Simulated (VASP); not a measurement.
## Ba16O (a cell with a defect): single point with PBE+D3(BJ)

System: Ba16O (a cell with a defect).

```
Ba O
1.0
    10.04000    0.00000    0.00000
     0.00000   10.04000    0.00000
     0.00000    0.00000   10.04000
Ba O
16 1
Direct
  0.02475 0.00099 0.99903
  0.47530 0.00108 0.99897
  0.99773 0.49091 0.00299
  0.99799 0.99686 0.50915
  0.25001 0.23671 0.25045
  0.50234 0.49086 0.00298
  0.50209 0.99689 0.50917
  0.75000 0.24428 0.25541
  0.99701 0.50416 0.49600
  0.25010 0.76871 0.23114
  0.25005 0.26112 0.73884
  0.50305 0.50413 0.49601
  0.74997 0.75294 0.24723
  0.75003 0.25209 0.74765
  0.25004 0.74955 0.76343
  0.74997 0.74486 0.75559
  0.25004 0.94248 0.05759
```

- Program: VASP 6.6.1
- Task: single point
- Functional: PBE
- Dispersion: D3(BJ)
- Potentials or basis: VASP PAW PBE potentials, release 64 (Ba_sv, O)
- Cutoff: 520 eV
- k mesh: 2 × 2 × 2
- Occupations: gaussian, width 0.1 eV
- Spin: no spin polarisation

* Pressure: -0.2 GPa
* Largest force: 0.317 eV/Å
* Band gap on the k mesh: zero (bands 83 and 84 overlap by 0.44 eV)
* Dispersion energy per atom: -0.192 eV

Forces on the atoms (eV/Å):
```
Ba  -0.291  0.089 -0.089
Ba   0.290  0.088 -0.088
Ba   0.004 -0.011  0.001
Ba   0.003  0.000  0.009
Ba   0.000 -0.025 -0.012
Ba  -0.004 -0.010  0.001
Ba  -0.004  0.000  0.009
Ba   0.001 -0.005  0.008
Ba   0.014  0.003 -0.004
Ba  -0.001 -0.179  0.181
Ba  -0.001  0.006 -0.005
Ba  -0.014  0.003 -0.004
Ba   0.001  0.005 -0.007
Ba   0.000  0.010 -0.008
Ba   0.000  0.012  0.025
Ba   0.001 -0.009  0.006
O    0.000  0.022 -0.024
```

Stress tensor (GPa, compression positive):
```
-0.17  0.00  0.00
 0.00 -0.24 -0.10
 0.00 -0.10 -0.23
```

Levels at points of the mesh, in eV from the Fermi level:
```csv
k point,band 80,band 81,band 82,band 83,band 84,band 85,band 86,band 87
"(0.00, 0.00, 0.00)",-0.72,-0.64,-0.43,-0.26,0.44,0.46,0.47,0.48
"(0.50, 0.00, 0.00)",-0.33,-0.32,-0.30,-0.25,-0.22,-0.11,0.03,0.51
"(0.00, 0.50, 0.00)",-0.34,-0.31,-0.27,-0.27,-0.19,-0.04,0.13,0.46
"(0.00, 0.00, 0.50)",-0.34,-0.31,-0.27,-0.27,-0.19,-0.04,0.13,0.46
"(0.50, 0.50, 0.00)",-0.27,-0.25,-0.24,-0.23,0.00,0.11,0.15,0.20
"(0.00, 0.50, 0.50)",-0.29,-0.28,-0.24,-0.22,0.11,0.13,0.16,0.25
"(0.50, 0.00, 0.50)",-0.27,-0.25,-0.24,-0.23,0.00,0.11,0.15,0.20
"(0.50, 0.50, 0.50)",0.20,0.20,0.21,0.22,0.24,0.24,0.25,0.27
```

Run time: 33 min on 1 thread of Oxide Virtual Turin-like Processor (shared host), peak memory 1.2 GiB.

Caveat: spin-orbit coupling is left out, which moves the levels of the heavy elements.
